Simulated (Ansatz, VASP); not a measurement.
One calculation of Ti, two programs

The input INCAR:

```
  PREC = Accurate
  ENCUT = 520
  EDIFF = 1E-6
  ISMEAR = 0
  SIGMA = 0.1
  LREAL = F
  LASPH = T
  NELM = 100
  ALGO = Fast
  ISIF = 2
  LWAVE = F
  LCHARG = T
  GGA = PE
  IVDW = 12
  LELF = T
  LVHAR = T
  NBANDS = 12
```

Contents of KPOINTS:

```
Automatic mesh
0
Gamma
  6 6 6
```

The input POSCAR:

```
Ti
1.0
    0.0000000000      2.0300000000      2.0300000000
    2.0300000000      0.0000000000      2.0300000000
    2.0300000000      2.0300000000      0.0000000000
Ti
1
Direct
    0.0000000000      0.0000000000      0.0000000000
```

Input for Ansatz:

```yaml
crystal:
  lattice:
    - [0.0, 2.03, 2.03]
    - [2.03, 0.0, 2.03]
    - [2.03, 2.03, 0.0]
  atoms:
    - { symbol: Ti, position: [0.0, 0.0, 0.0] }
basis:
  ecutwfc: 420
  ecutrho_ratio: 4
kpoints:
  mp_grid: { grid: [6, 6, 6] }
hamiltonian:
  xc: pbe
  dispersion: d3bj
scf:
  occupations: { method: gaussian, width: 0.1 }
  max_iter: 100
output:
  forces: true
  stress: true
  eigenvalues: true
```

Alike in both runs: task single point; functional PBE; dispersion D3(BJ); k mesh 6 × 6 × 6; occupations gaussian, width 0.1 eV; no spin polarisation.

|  | VASP | Ansatz |
| --- | --- | --- |
| version | VASP 6.6.1 | Ansatz 0.2.0 |
| potentials or method | VASP PAW PBE potentials, release 64 (Ti_sv), cutoff 520 eV | scalar-relativistic, plane waves, PAW |
| valence electrons in the cell | 12 | 12 |

|  | VASP | Ansatz | Ansatz less VASP |
| --- | --- | --- | --- |
| gap on the k mesh at the Fermi level (eV) | none | none | - |
| pressure (GPa) | -1.5 | -1.2 | +0.33 |

A gap of «none» marks a metal or a gap that the smearing closes.

The k mesh is coarse, so the values compare programs but aren't converged.
